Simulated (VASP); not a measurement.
## MgTi2: single point with LDA

The system is MgTi2.

```
CELL_PARAMETERS angstrom
5.14389 0.00000 0.00000
-2.57194 4.45474 0.00000
0.00000 0.00000 4.89179
ATOMIC_POSITIONS crystal
Mg 0.66667 0.33333 0.00000
Mg 0.33333 0.66667 0.00000
Ti 0.00000 0.31613 0.50000
Ti 0.68387 0.68387 0.50000
Ti 0.31613 0.00000 0.50000
Ti 0.00000 0.00000 0.00000
```

```json
{
 "Program": "VASP 6.6.1",
 "Task": "single point",
 "Functional": "LDA",
 "Potentials or basis": "VASP PAW LDA potentials, release 64 (Mg, Ti_sv)",
 "Cutoff": "520 eV",
 "k mesh": "5 × 5 × 5",
 "Occupations": "methfessel-paxton, width 0.1 eV",
 "Spin": "no spin polarisation",
 "Dipole correction": "no",
 "Further INCAR settings": "ALGO = Normal; EDIFF = 1e-06; NBANDS = 35"
}
```

```yaml
Pressure: -6.5 GPa
Largest_force: 0.202 eV/Å
Band_gap_on_the_k_mesh: zero (band 26 reaches 5.93 eV, above the bottom of band 27 at 5.50 eV)
```

Forces on the atoms (eV/Å):
```
Mg   0.000  0.000  0.000
Mg   0.000  0.000  0.000
Ti   0.101 -0.175  0.000
Ti   0.101  0.175  0.000
Ti  -0.202  0.000  0.000
Ti   0.000  0.000  0.000
```

Stress tensor (GPa, compression positive):
```
-6.56  0.00  0.00
 0.00 -6.56  0.00
 0.00  0.00 -6.27
```

Levels at points of the mesh, in eV from the Fermi level:
| k point | band 23 | band 24 | band 25 | band 26 | band 27 | band 28 | band 29 | band 30 |
| --- | --- | --- | --- | --- | --- | --- | --- | --- |
| (0.00, 0.00, 0.00) | -0.59 | -0.59 | -0.37 | -0.32 | -0.32 | 0.14 | 0.28 | 1.06 |

Wall time 58 s on 1 thread of Intel(R) Xeon(R) 6975P-C (Granite Rapids), with other jobs on the host, peak memory 0.2 GiB.
